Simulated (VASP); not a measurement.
# Ba2Tl5V3O12: single point with PBE+U

Ba2Tl5V3O12:

```
Ba V Tl O
1.0
     4.23698    2.44622    6.12840
    -4.23698    2.44622    6.12840
     0.00000   -4.89244    6.12840
Ba V Tl O
2 3 5 12
Direct
  0.50000 0.50000 0.50000
  0.00000 0.00000 0.00000
  0.50000 0.50000 0.00000
  0.00000 0.50000 0.50000
  0.50000 0.00000 0.50000
  0.00000 0.00000 0.50000
  0.50000 0.00000 0.00000
  0.00000 0.50000 0.00000
  0.74045 0.74045 0.74045
  0.25955 0.25955 0.25955
  0.71652 0.08089 0.41242
  0.41242 0.71652 0.08089
  0.08089 0.41242 0.71652
  0.58757 0.91911 0.28348
  0.91911 0.28348 0.58757
  0.28348 0.58757 0.91911
  0.28348 0.91911 0.58757
  0.58757 0.28348 0.91911
  0.91911 0.58757 0.28348
  0.41242 0.08089 0.71652
  0.08089 0.71652 0.41242
  0.71652 0.41242 0.08089
```

```
Program                : VASP 6.6.1
Task                   : single point
Functional             : PBE
Potentials or basis    : VASP PAW PBE potentials, release 64 (Ba_sv, V_sv, Tl_d, O)
Cutoff                 : 600 eV
k mesh                 : 4 × 4 × 4
Occupations            : fermi-dirac, width 0.05 eV
Spin                   : collinear spin, ferromagnetic start
Starting moments       : [0.0, 0.0, 2.0, 2.0, 2.0, 0.0, 0.0, 0.0, 0.0, 0.0, 0.0, 0.0, 0.0, 0.0, 0.0, 0.0, 0.0, 0.0, 0.0, 0.0, 0.0, 0.0] μB
Hubbard terms          : V d U = 8.0 eV
Dipole correction      : no
Further INCAR settings : ALGO = Normal; EDIFF = 1e-06; NBANDS = 119
```

```yaml
Pressure: 4.5 GPa
Largest_force: 1.374 eV/Å
Net_moment: -1.62 μB per cell
Site_moments: Ba +0.00, +0.01; V -0.90; Tl +0.01, +0.03 (each value once); O +0.07 μB
Valence_electrons_inside_the_program's_atomic_spheres: Ba 7.74; V 11.54; Tl 11.12, 11.31 (each value once); O 4.96
```

Forces in eV/Å, atoms in the order of the input:
```
Ba   0.000  0.000  0.000
Ba   0.000  0.000  0.000
V    0.000  0.000  0.000
V    0.000  0.000  0.000
V    0.000  0.000  0.000
Tl   0.000  0.000  0.000
Tl   0.000  0.000  0.000
Tl   0.000  0.000  0.000
Tl   0.000  0.000  0.597
Tl   0.000  0.000 -0.597
O    0.559  0.748  1.007
O   -0.928  0.110  1.007
O    0.368 -0.859  1.007
O    0.369  0.859 -1.007
O    0.559 -0.749 -1.007
O   -0.928 -0.110 -1.007
O   -0.559 -0.749 -1.007
O    0.928 -0.110 -1.007
O   -0.369  0.859 -1.007
O   -0.368 -0.859  1.007
O   -0.559  0.748  1.007
O    0.928  0.110  1.007
```

Stress tensor (GPa, compression positive):
```
3.76 0.00 0.00
0.00 3.76 0.00
0.00 0.00 5.88
```

Levels at points of the mesh, in eV from the Fermi level:
Spin up:
```tsv
k point	band 95	band 96	band 97	band 98	band 99	band 100
(0.00, 0.00, 0.00)	-0.93	-0.31	-0.28	-0.28	-0.26	1.64
(0.50, 0.00, 0.00)	-0.65	-0.57	-0.50	0.13	0.33	0.76
(0.50, 0.50, 0.00)	-0.68	-0.54	-0.47	0.24	1.05	1.50
(0.50, 0.50, 0.50)	-0.89	-0.62	-0.31	0.73	0.73	1.39
```
Spin down:
```tsv
k point	band 96	band 97	band 98	band 99	band 100	band 101	band 102	band 103
(0.00, 0.00, 0.00)	-1.10	-0.82	-0.36	-0.36	-0.23	-0.10	0.75	2.44
(0.50, 0.00, 0.00)	-0.85	-0.57	-0.49	-0.08	0.18	0.33	1.04	1.65
(0.50, 0.50, 0.00)	-0.76	-0.60	-0.57	0.19	0.25	0.46	1.14	1.75
(0.50, 0.50, 0.50)	-0.87	-0.78	-0.55	-0.19	0.40	0.81	0.81	2.04
```

Eigenvalues of the final occupation matrices:
```
    site  spin  trace               eigenvalues
site 3 d     1   0.99  0.12 0.13 0.14 0.17 0.43
site 3 d     2   1.84  0.16 0.17 0.19 0.48 0.84
site 4 d     1   0.99  0.12 0.13 0.14 0.17 0.43
site 4 d     2   1.84  0.16 0.17 0.19 0.48 0.84
site 5 d     1   0.99  0.12 0.13 0.14 0.17 0.43
site 5 d     2   1.84  0.16 0.17 0.19 0.48 0.84
```

Run time: 17 min on 4 MPI ranks on Intel(R) Xeon(R) 6975P-C (Granite Rapids), on a shared host, peak memory 1.5 GiB a rank.

Caveat: the cell stands under pressure; spin-orbit coupling is left out, which moves the levels of the heavy elements; forces of over 1 eV/Å act on the atoms, so gaps and moduli don't describe the material at rest. The state reached can hang on the start; a lower one may exist.
